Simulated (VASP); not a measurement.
# BeS (Fm-3m) in VASP: further runs

BeS is run at these levels: PBEsol; tasks: single point.

All numbers are computed with VASP 6.6.1; they aren't measurements. Logs are shortened: lines on timing, memory, paths and dates and some standing lists are left out, and cuts for length are marked.

## (1) The cell of the first run

The structure is cubic, space group Fm-3m (No. 225). The conventional cell has a = 4.635 Å, b = 4.635 Å, c = 4.635 Å, α = 90.00°, β = 90.00°, γ = 90.00°. Be (site symmetry m-3m) has 6 S at 2.32 Å within 3.1 Å. S (site symmetry m-3m) has 6 Be at 2.32 Å within 3.1 Å.

## (2) Single point, PBEsol

The input, INCAR:

```
SYSTEM = BeS
PREC = Accurate
ENCUT = 600
EDIFF = 1E-6
ISMEAR = 0
SIGMA = 0.001
LREAL = .FALSE.
LASPH = .TRUE.
NELM = 120
ALGO = Normal
ISIF = 2
LWAVE = .FALSE.
LCHARG = .FALSE.
GGA = PS
NBANDS = 11
GGA_COMPAT = .FALSE.
```

The input, KPOINTS:

```
Automatic mesh
0
G
  6 6 6
  0 0 0
```

The input, POSCAR:

```
BeS
1.0
    0.0000000000      2.3172971969      2.3172971969
    2.3172971969      0.0000000000      2.3172971969
    2.3172971969      2.3172971969      0.0000000000
Be S
1 1
Direct
    0.0000000000      0.0000000000      0.0000000000
    0.5000000000      0.5000000000      0.5000000000
```

Potentials or basis: VASP PAW PBE potentials, release 64 (Be, S).

Run with:

```
$ cat potpaw_PBE.64/Be/POTCAR potpaw_PBE.64/S/POTCAR > POTCAR
$ mpirun -np 1 vasp_std > vasp.out
```

OUTCAR:

```text
SYSTEM = BeS
   PREC = Accurate
   ENCUT = 600
   EDIFF = 1E-6
   ISMEAR = 0
   LREAL = .FALSE.
   LASPH = .TRUE.
   NELM = 120
   ISIF = 2
   GGA = PS

 ion  position               nearest neighbor table
   1  0.000  0.000  0.000-   2 2.32   2 2.32   2 2.32   2 2.32   2 2.32   2 2.32
   2  0.500  0.500  0.500-   1 2.32   1 2.32   1 2.32   1 2.32   1 2.32   1 2.32

  LATTYP: Found a face centered cubic cell.
 ALAT       =     4.6345943938

  Lattice vectors:

 A1 = (   0.0000000000,   2.3172971969,   2.3172971969)
 A2 = (   2.3172971969,   0.0000000000,   2.3172971969)
 A3 = (   2.3172971969,   2.3172971969,   0.0000000000)

Analysis of symmetry for initial positions (statically):
=====================================================================
 Subroutine PRICEL returns:
 Original cell was already a primitive cell.

 Routine SETGRP: Setting up the symmetry group for a
 face centered cubic supercell.

 Subroutine GETGRP returns: Found 48 space group operations
 (whereof 48 operations were pure point group operations)
 out of a pool of 48 trial point group operations.

The static configuration has the point symmetry O_h .

Analysis of symmetry for dynamics (positions and initial velocities):
=====================================================================
 Subroutine PRICEL returns:
 Original cell was already a primitive cell.

 Routine SETGRP: Setting up the symmetry group for a
 face centered cubic supercell.

 Subroutine GETGRP returns: Found 48 space group operations
 (whereof 48 operations were pure point group operations)
 out of a pool of 48 trial point group operations.

The dynamic configuration has the point symmetry O_h .

 Subroutine INISYM returns: Found 48 space group operations
 (whereof 48 operations are pure point group operations),
 and found     1 'primitive' translations

----------------------------------------------------------------------------------------

                                     Primitive cell

  volume of cell :      24.8872

  direct lattice vectors                    reciprocal lattice vectors
     0.000000000  2.317297197  2.317297197    -0.215768612  0.215768612  0.215768612
     2.317297197  0.000000000  2.317297197     0.215768612 -0.215768612  0.215768612
     2.317297197  2.317297197  0.000000000     0.215768612  0.215768612 -0.215768612

  length of vectors
     3.277153124  3.277153124  3.277153124     0.373722199  0.373722199  0.373722199

  position of ions in fractional coordinates (direct lattice)
     0.000000000  0.000000000  0.000000000
     0.500000000  0.500000000  0.500000000

  ion indices of the primitive-cell ions
   primitive index   ion index
                 1           1
                 2           2

----------------------------------------------------------------------------------------

 KPOINTS: Automatic mesh

Automatic generation of k-mesh.
 Grid dimensions read from file:
 generate k-points for:    6    6    6

 Generating k-lattice:

  Cartesian coordinates                     Fractional coordinates (reciprocal lattice)
    -0.035961435  0.035961435  0.035961435     0.166666667  0.000000000  0.000000000
     0.035961435 -0.035961435  0.035961435     0.000000000  0.166666667  0.000000000
     0.035961435  0.035961435 -0.035961435     0.000000000  0.000000000  0.166666667

  Length of vectors
     0.062287033  0.062287033  0.062287033

  Shift w.r.t. Gamma in fractional coordinates (k-lattice)
     0.000000000  0.000000000  0.000000000

 Subroutine IBZKPT returns following result:
 ===========================================

 Found     16 irreducible k-points:

 Following reciprocal coordinates:
            Coordinates               Weight
  0.000000  0.000000  0.000000      1.000000
  0.166667  0.000000  0.000000      8.000000
  0.333333  0.000000  0.000000      8.000000
  0.500000  0.000000  0.000000      4.000000
  0.166667  0.166667  0.000000      6.000000
  0.333333  0.166667  0.000000     24.000000
[... 8 lines left out ...]
 -0.333333  0.333333  0.166667     24.000000
 -0.333333  0.500000  0.166667     12.000000
   k-points           NKPTS =     16   k-points in BZ     NKDIM =     16   number of bands    NBANDS=     11
   number of dos      NEDOS =    301   number of ions     NIONS =      2
   total plane-waves  NPLWV =  21952
   dimension x,y,z NGX =    28 NGY =   28 NGZ =   28
   dimension x,y,z NGXF=    56 NGYF=   56 NGZF=   56
   ions per type =               1   1
   NGX,Y,Z   is equivalent  to a cutoff of  14.20, 14.20, 14.20 a.u.
   NGXF,Y,Z  is equivalent  to a cutoff of  28.41, 28.41, 28.41 a.u.
 SYSTEM =  BeS
   PREC   = accura    normal or accurate (medium, high low for compatibility)
   ISTART =      0    job   : 0-new  1-cont  2-samecut
   ICHARG =      2    charge: 1-file 2-atom 10-const
   ISPIN  =      1    spin polarized calculation?
   LNONCOLLINEAR =      F non collinear calculations
   LSORBIT =      F    spin-orbit coupling
   LASPH  =      T    aspherical Exc in radial PAW
   ENCUT  =  600.0 eV  44.10 Ry    6.64 a.u.   6.55  6.55  6.55*2*pi/ulx,y,z
   NELM   =    120;   NELMIN=  2; NELMDL= -5     # of ELM steps
   EDIFF  = 0.1E-05   stopping-criterion for ELM
   LREAL  =      F    real-space projection
   EDIFFG = 0.1E-04   stopping-criterion for IOM
   NSW    =      0    number of steps for IOM
   IBRION =     -1    ionic relax: 0-MD 1-quasi-New 2-CG
   NFREE  =      0    steps in history (QN), initial steepest desc. (CG)
   ISIF   =      2    stress and relaxation
   ISYM   =      2    0-nonsym 1-usesym 2-fastsym
   POTIM  = 0.5000    time-step for ionic-motion
   TEBEG  =    0.0;   TEEND  =   0.0 temperature during run
   PSTRESS=    0.0 pullay stress
   NELECT =       8.0000    total number of electrons
   NUPDOWN=      -1.0000    fix difference up-down
   EMIN   =  10.00;   EMAX   =-10.00  energy-range for DOS
   EFERMI =   0.00;   METHOD = LEGACY
   ISMEAR =     0;   SIGMA  =   0.00  broadening in eV -4-tet -1-fermi 0-gaus
   EFERMI_NEDOS =   21; number of points for ismear=-14 and -15
   IALGO  =     38    algorithm
   IMIX   =      4    mixing-type and parameters
     AMIX     =   0.40;   BMIX     =  1.00
     AMIX_MAG =   1.60;   BMIX_MAG =  1.00
  volume/ion in A,a.u.               =      12.44        83.97
  Fermi-wavevector in a.u.,A,eV,Ry     =   1.121450  2.119232 17.111356  1.257649
  Thomas-Fermi vector in A             =   2.258103
   LORBIT       =      0    0 simple, 1 ext, 2 COOP (PROOUT), +10 PAW based schemes
   GGA     = PS    functional components
   LHFCALC =     F    Hartree Fock is set to
   AEXX    =    0.0000 exact exchange contribution
   IVDW    =     0    specifies the selected vdW correction
   LEPSILON=     F    determine dielectric tensor
   LRPA    =     F    only Hartree local field effects (RPA)
 non-spin polarized calculation
 Gauss-broadening in eV      SIGMA  =   0.00
  energy-cutoff  :      600.00
  volume of cell :       24.89
 maximum number of plane-waves:       869
 NGX is ok and might be reduce to    28
   NGX = 13   NGY = 13   NGZ = 13

 number of electron       7.9999999 magnetization

 Free energy of the ion-electron system (eV)
  ---------------------------------------------------
  ext. energy  EPLUGINS =         0.00000000
  ---------------------------------------------------
  free energy    TOTEN  =        -9.56280314 eV

  energy without entropy =       -9.56280314  energy(sigma->0) =       -9.56280314

 E-fermi :   6.5742     XC(G=0): -10.7176

 val. band max:        6.5699248171   @ k =  -0.1667   0.1667   0.0000
 cond. band min:       7.5290866755   @ k =   0.5000   0.5000   0.0000
 fundamental gap:      0.9591618584
 Fermi energy:         6.5742319118

 k-point     1 :       0.0000    0.0000    0.0000
  band No.  band energies     occupation
      1      -8.5358      2.00000
      2       6.2812      2.00000
      3       6.2812      2.00000
      4       6.2812      2.00000
      5      11.7992      0.00000
      6      15.3269      0.00000
      7      15.3269      0.00000
      8      15.3269      0.00000
      9      16.1235      0.00000
     10      16.1235      0.00000
     11      16.1235      0.00000

 k-point     2 :       0.1667    0.0000    0.0000
  band No.  band energies     occupation
      1      -8.1293      2.00000
      2       4.1234      2.00000
      3       6.1769      2.00000
      4       6.1769      2.00000
      5      12.1601      0.00000
      6      13.5718      0.00000
      7      13.5718      0.00000
      8      15.2210      0.00000
      9      16.5152      0.00000
     10      16.5152      0.00000
     11      16.8396      0.00000

 k-point     3 :       0.3333    0.0000    0.0000
  band No.  band energies     occupation
      1      -7.0623      2.00000
      2       0.9163      2.00000
      3       6.0664      2.00000
      4       6.0664      2.00000
      5      11.0727      0.00000
      6      11.3205      0.00000
      7      11.3205      0.00000
      8      16.5815      0.00000
      9      18.8099      0.00000
     10      19.3214      0.00000
     11      19.3214      0.00000

 k-point     4 :       0.5000    0.0000    0.0000
  band No.  band energies     occupation
      1      -6.2558      2.00000
      2      -0.6935      2.00000
      3       6.0631      2.00000
      4       6.0631      2.00000
      5      10.4745      0.00000
      6      10.4745      0.00000
      7      10.5980      0.00000
      8      16.7314      0.00000
      9      22.1012      0.00000
     10      22.1012      0.00000
     11      22.1736      0.00000
[... 127 lines left out ...]
 k-point    14 :       0.5000    0.3333    0.1667
  band No.  band energies     occupation
      1      -6.1695      2.00000
      2       1.1660      2.00000
      3       2.6215      2.00000
      4       4.3764      2.00000
      5      10.1267      0.00000
      6      12.6997      0.00000
      7      13.9162      0.00000
      8      16.8515      0.00000
      9      17.8783      0.00000
     10      22.2379      0.00000
     11      22.2767      0.00000

 k-point    15 :      -0.3333    0.3333    0.1667
  band No.  band energies     occupation
      1      -5.5007      2.00000
      2       0.3369      2.00000
      3       2.0435      2.00000
      4       3.7217      2.00000
      5      11.1034      0.00000
      6      11.5301      0.00000
      7      15.6675      0.00000
      8      16.7610      0.00000
      9      19.0229      0.00000
     10      19.2708      0.00000
     11      23.7987      0.00000

 k-point    16 :      -0.3333    0.5000    0.1667
  band No.  band energies     occupation
      1      -5.1726      2.00000
      2       0.3563      2.00000
      3       2.0336      2.00000
      4       2.7631      2.00000
      5       9.6890      0.00000
      6      13.3795      0.00000
      7      14.2028      0.00000
      8      18.1103      0.00000
      9      18.9549      0.00000
     10      21.1578      0.00000
     11      24.7339      0.00000

------------------------ aborting loop because EDIFF is reached ----------------------------------------

  FORCE on cell =-STRESS in cart. coord.  units (eV):
  Direction    XX          YY          ZZ          XY          YZ          ZX
  --------------------------------------------------------------------------------------
  -------------------------------------------------------------------------------------
  Total       -0.4302238     -0.4302238     -0.4302238     -0.0000000      0.0000000     -0.0000000
  in kB      -27.6968106    -27.6968106    -27.6968106     -0.0000000      0.0000000     -0.0000000
  external PRESSURE =     -27.6968106 kB  Pullay stress =       0.0000000 kB

 VOLUME and BASIS-vectors are now :
 -----------------------------------------------------------------------------
  energy-cutoff  :      600.00
  volume of cell :       24.89
      direct lattice vectors                 reciprocal lattice vectors
     0.000000000  2.317297197  2.317297197    -0.215768612  0.215768612  0.215768612
     2.317297197  0.000000000  2.317297197     0.215768612 -0.215768612  0.215768612
     2.317297197  2.317297197  0.000000000     0.215768612  0.215768612 -0.215768612

 POSITION                                       TOTAL-FORCE (eV/Angst)
 -----------------------------------------------------------------------------------
      0.00000      0.00000      0.00000        -0.000000     -0.000000     -0.000000
      2.31730      2.31730      2.31730         0.000000      0.000000      0.000000
 -----------------------------------------------------------------------------------
    total drift:                                0.000000      0.000000      0.000000

  FREE ENERGIE OF THE ION-ELECTRON SYSTEM (eV)
  ---------------------------------------------------
  free  energy   TOTEN  =        -9.5628031385 eV

  energy  without entropy=       -9.5628031385  energy(sigma->0) =       -9.56280314
```

Run time: 8.2 s. Hardware: 1 thread of AMD EPYC 7R13 (Zen 3), shared host; peak memory 0.11 GiB.

Results:

```
Free energy            : -9.5628 eV
Pressure               : -2.8 GPa
Band gap on the k mesh : 0.96 eV, indirect (least direct gap 4.15 eV)
```

Caveat: the PAW data sets were made with another functional, which shifts forces and pressure a little.

## (3) Single point, PBEsol

The input, INCAR:

```
SYSTEM = BeS
PREC = Accurate
ENCUT = 600
EDIFF = 1E-6
ISMEAR = 1
SIGMA = 0.05
LREAL = .FALSE.
LASPH = .TRUE.
NELM = 120
ALGO = Normal
ISIF = 2
LWAVE = .FALSE.
LCHARG = .TRUE.
GGA = PS
LELF = .TRUE.
LVHAR = .TRUE.
NBANDS = 11
GGA_COMPAT = .FALSE.
```

KPOINTS is that of step 2.

POSCAR is that of step 2.

Potentials or basis: VASP PAW PBE potentials, release 64 (Be, S).

Run with:

```
$ cat potpaw_PBE.64/Be/POTCAR potpaw_PBE.64/S/POTCAR > POTCAR
$ mpirun -np 1 vasp_std > vasp.out
```

OUTCAR:

```text
SYSTEM = BeS
   PREC = Accurate
   ENCUT = 600
   EDIFF = 1E-6
   ISMEAR = 1
   LREAL = .FALSE.
   LASPH = .TRUE.
   NELM = 120
   ISIF = 2
   GGA = PS

 ion  position               nearest neighbor table
   1  0.000  0.000  0.000-   2 2.32   2 2.32   2 2.32   2 2.32   2 2.32   2 2.32
   2  0.500  0.500  0.500-   1 2.32   1 2.32   1 2.32   1 2.32   1 2.32   1 2.32

  LATTYP: Found a face centered cubic cell.
 ALAT       =     4.6345943938

  Lattice vectors:

 A1 = (   0.0000000000,   2.3172971969,   2.3172971969)
 A2 = (   2.3172971969,   0.0000000000,   2.3172971969)
[... 400 lines left out ...]

  FORCE on cell =-STRESS in cart. coord.  units (eV):
  Direction    XX          YY          ZZ          XY          YZ          ZX
  --------------------------------------------------------------------------------------
  -------------------------------------------------------------------------------------
  Total       -0.4302238     -0.4302238     -0.4302238      0.0000000      0.0000000     -0.0000000
  in kB      -27.6968107    -27.6968107    -27.6968107      0.0000000      0.0000000     -0.0000000
  external PRESSURE =     -27.6968107 kB  Pullay stress =       0.0000000 kB

 VOLUME and BASIS-vectors are now :
 -----------------------------------------------------------------------------
  energy-cutoff  :      600.00
  volume of cell :       24.89
      direct lattice vectors                 reciprocal lattice vectors
     0.000000000  2.317297197  2.317297197    -0.215768612  0.215768612  0.215768612
     2.317297197  0.000000000  2.317297197     0.215768612 -0.215768612  0.215768612
     2.317297197  2.317297197  0.000000000     0.215768612  0.215768612 -0.215768612

 POSITION                                       TOTAL-FORCE (eV/Angst)
 -----------------------------------------------------------------------------------
      0.00000      0.00000      0.00000        -0.000000     -0.000000     -0.000000
      2.31730      2.31730      2.31730         0.000000      0.000000      0.000000
 -----------------------------------------------------------------------------------
    total drift:                                0.000000      0.000000      0.000000

  FREE ENERGIE OF THE ION-ELECTRON SYSTEM (eV)
  ---------------------------------------------------
  free  energy   TOTEN  =        -9.5626420855 eV

  energy  without entropy=       -9.5628031385  energy(sigma->0) =       -9.56269577
```

It took 9.9 s on 1 thread of AMD EPYC 7R13 (Zen 3), shared host; peak memory 0.11 GiB.

Results:

```
Free energy            : -9.5626 eV
Pressure               : -2.8 GPa
Band gap on the k mesh : 0.96 eV, indirect (least direct gap 4.15 eV)
```

Caveat: the PAW data sets were made with another functional, which shifts forces and pressure a little.
